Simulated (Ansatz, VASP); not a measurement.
SrO: VASP beside Ansatz

File INCAR:

```
PREC = Accurate
ENCUT = 600
EDIFF = 1E-7
ISMEAR = -1
SIGMA = 0.05
LREAL = F
LASPH = T
NELM = 60
ALGO = Normal
ISIF = 3
LWAVE = F
LCHARG = F
GGA = RE
IVDW = 13
IBRION = 2
NSW = 60
EDIFFG = -0.01
```

File KPOINTS:

```
Automatic mesh
0
Gamma
  9 9 9
```

Contents of POSCAR:

```
SrO
1.0
    0.0000000000      2.5663000000      2.5663000000
    2.5663000000      0.0000000000      2.5663000000
    2.5663000000      2.5663000000      0.0000000000
Sr O
1 1
Direct
    0.5000000000      0.5000000000      0.5000000000
    0.0000000000      0.0000000000      0.0000000000
```

Contents of input.yaml:

```yaml
crystal:
  lattice:
    - [0.0, 2.5663, 2.5663]
    - [2.5663, 0.0, 2.5663]
    - [2.5663, 2.5663, 0.0]
  atoms:
    - { symbol: Sr, position: [0.5, 0.5, 0.5] }
    - { symbol: O, position: [0.0, 0.0, 0.0] }
hamiltonian:
  xc: revpbe
  pseudopotentials: { kind: paw }
  dispersion: d4
kpoints:
  mp_grid: { grid: [9, 9, 9] }
scf:
  occupations: { method: fermi_dirac, width: 0.05 }
output:
  forces: true
  stress: true
relax:
  f_tol: 0.01
  max_steps: 40
  cell: { stress_tol: 0.05 }
```

Alike in both runs: task relaxation of cell and atoms; functional revPBE; dispersion D4; k mesh 9 × 9 × 9; occupations fermi-dirac, width 0.05 eV; no spin polarisation.

|  | VASP | Ansatz |
| --- | --- | --- |
| version | VASP 6.6.1 | Ansatz 0.2.0 |
| potentials or method | VASP PAW PBE potentials, release 64 (Sr_sv, O) | Ansatz PAW |
| plane-wave cutoff (eV) | 600 | 420 |
| valence electrons in the cell | 16 | 16 |

|  | VASP | Ansatz | Ansatz less VASP |
| --- | --- | --- | --- |
| relaxed volume (Å³/atom) | 17.50 | 17.40 | -0.096 |
| relaxed cell length with the largest relative difference (Å) | 3.671 | 3.665 | -0.0067 |

VASP's potentials were made for PBE, not for revPBE.

Noted on Ansatz's run: odd divisions of the mesh miss points on the zone boundary, where band edges often lie, so the gap on the mesh can be too wide; the plane-wave basis is chosen anew once the cell has moved, so the energies of steps on either side of that aren't comparable.
